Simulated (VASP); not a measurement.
Ba4Er:

```
Ba Er
1.0
     3.73173    2.15451    3.99291
    -3.73173    2.15451    3.99291
     0.00000   -4.30903    3.99291
Ba Er
4 1
Direct
  0.52436 0.86895 0.52436
  0.52436 0.52436 0.86895
  0.86895 0.52436 0.52436
  0.19481 0.19481 0.19481
  0.98284 0.98284 0.98284
```

The cell was generated, and may not be a known phase.

* Program: VASP 6.6.1
* Task: relaxation of cell and atoms
* Functional: PBE
* Potentials or basis: VASP PAW PBE potentials, release 64 (Ba_sv, Er_3), 4f in core
* Cutoff: 500 eV
* k mesh: 3 × 3 × 3
* Occupations: gaussian, width 0.2 eV
* Spin: no spin polarisation

At the start: pressure 19.5 GPa; volume 38.52 Å³/atom.

Where does the relaxation end?

Over 35 steps the energy falls by 1945.6 meV/atom and the volume is 57.66 Å³/atom (+49.7 %); space group R3m (No. 160, to 0.1 Å) before and after.

The path:
```csv
step,energy change (eV),largest force (eV/Å),pressure (GPa),volume (Å³)
1,0.0000,12.1055,19.48,192.62
2,-6.7271,1.1432,-1.22,351.25
3,-7.1740,1.5712,0.95,266.18
4,-7.2643,1.1115,-0.18,296.98
5,-7.2816,1.1999,0.04,289.93
6,-7.5219,1.3926,-0.22,291.85
7,-7.8649,2.0806,-0.32,295.86
8,-8.0490,1.5699,-0.35,294.57
9,-8.3053,0.2386,-0.02,290.61
10,-8.3061,0.1503,0.01,290.36
11,-8.3338,0.1401,-0.06,290.65
12,-8.3559,0.3788,-0.15,290.96
13,-8.3738,0.4122,-0.06,288.31
14,-8.4241,0.5035,0.25,280.31
15,-8.4995,0.6209,1.02,264.10
16,-8.4346,1.0126,3.25,231.15
17,-8.5157,0.7094,2.09,247.07
18,-8.5183,0.7149,2.10,246.89
19,-8.5262,0.7318,2.14,246.36
20,-8.5421,0.7662,2.23,245.28
21,-8.5739,0.8375,2.39,243.08
22,-8.6359,0.9882,2.72,238.51
23,-8.6968,1.2895,3.36,228.76
24,-8.8060,1.3024,3.20,230.08
25,-8.9239,1.2410,2.80,233.32
26,-9.0717,1.1233,2.41,238.95
27,-9.4155,0.8048,1.41,256.38
28,-9.6966,0.2503,-0.16,293.56
29,-9.6975,0.2285,-0.22,295.45
30,-9.7058,0.1951,-0.17,293.80
31,-9.7221,0.1352,-0.03,288.87
32,-9.7131,0.1219,0.31,279.18
33,-9.7253,0.1139,0.08,285.56
34,-9.7271,0.0832,0.04,286.54
35,-9.7282,0.0296,-0.02,288.31
```

Final structure:
```
Ba Er
1.0
     4.07273    2.35139    5.01769
    -4.07273    2.35139    5.01769
     0.00000   -4.70278    5.01769
Ba Er
4 1
Direct
  0.52241 0.01593 0.52241
  0.52241 0.52241 0.01593
  0.01593 0.52241 0.52241
  0.13741 0.13741 0.13741
  0.89716 0.89716 0.89716
```

Caveat: the k points lie up to 0.33 Å⁻¹ apart in the final cell, too coarse for converged energies and pressures of a metal; the volume moved by over 15 % at a fixed basis, so the end points are rough.
